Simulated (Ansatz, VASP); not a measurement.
## Co: VASP beside Ansatz

The input INCAR:

```
SYSTEM = Co
PREC     = Accurate       ! precision mode
ENCUT    = 600            ! plane-wave cutoff, eV
EDIFF    = 1E-6           ! SCF threshold, eV
ISMEAR   = 0              ! smearing method
SIGMA    = 0.1            ! smearing width, eV
LREAL    = .FALSE.        ! projectors in reciprocal space
LASPH    = .TRUE.         ! aspherical terms in the spheres
NELM     = 150            ! most SCF steps
ALGO     = Normal         ! electronic algorithm
ISIF     = 3              ! what is computed and relaxed
LWAVE    = .FALSE.        ! write WAVECAR
LCHARG   = .FALSE.        ! write CHGCAR
ISPIN    = 2              ! spin polarisation
MAGMOM   = 1.91 1.91      ! initial moments
LORBIT   = 11             ! projections on sites
LMAXMIX  = 4              ! l up to which the mixer works
GGA      = PS             ! functional
IBRION   = 2              ! ionic algorithm
NSW      = 90             ! ionic steps
EDIFFG   = -0.04          ! ionic threshold
```

The input KPOINTS:

```
regular mesh
0
G
  8 8 8
  0 0 0
```

The input POSCAR:

```
Co
1.0
   -2.1687425347      2.1687425347      1.1830890865
    2.1687425347     -2.1687425347      1.1830890865
    2.1687425347      2.1687425347     -1.1830890865
Co
2
Direct
    0.0000000000      0.0000000000      0.0000000000
    0.7500000000      0.2500000000      0.5000000000
```

Input for Ansatz:

```yaml
crystal:
  lattice:
    - [-2.1687425347, 2.1687425347, 1.1830890865]
    - [2.1687425347, -2.1687425347, 1.1830890865]
    - [2.1687425347, 2.1687425347, -1.1830890865]
  atoms:
    - { symbol: Co, position: [0.0, 0.0, 0.0], spin: 1.91 }
    - { symbol: Co, position: [0.75, 0.25, 0.5], spin: 1.91 }
basis:
  ecutwfc: 420
kpoints:
  mp_grid: { grid: [8, 8, 8] }
hamiltonian:
  xc: pbesol
scf:
  occupations: { method: gaussian, width: 0.1 }
  lower_state_search: "off"
output:
  forces: true
  stress: true
  eigenvalues: true
  populations: true
magnetization:
  spin_polarized: true
relax:
  adjacent_minimum: "off"
  f_tol: 0.04
  max_steps: 70
  cell: { stress_tol: 0.4 }
```

Alike in both runs: task relaxation of cell and atoms; functional PBEsol; k mesh 8 × 8 × 8; occupations gaussian, width 0.1 eV; collinear spin.

|  | VASP | Ansatz |
| --- | --- | --- |
| version | VASP 6.6.1 | Ansatz 0.2.0 |
| potentials or method | VASP PAW PBE potentials, release 64 (Co), cutoff 600 eV | scalar-relativistic, plane waves, PAW |
| valence electrons in the cell | 18 | 34 |

```tsv
	VASP	Ansatz	Ansatz less VASP
gap on the k mesh at the Fermi level, each at its own relaxed structure (eV)	none	none	-
net moment per atom (μB)	1.76	1.77	+0.016
size of the moment on the site where the two differ most (μB)	1.76	1.79	+0.037
relaxed volume (Å³/atom)	11.47	11.53	+0.061
relaxed cell length with the largest relative difference (Å)	3.337	3.343	+0.0063
```

VASP's potentials were made for PBE, not for PBEsol. Site moments also hang on the region over which each program counts them. A gap of «none» marks a metal or a gap that the smearing closes. VASP's potentials hold 18 valence electrons a cell and Ansatz's 34, so a difference there can come from the potentials and not from the codes.

The k mesh is coarse, so the values compare programs but aren't converged.
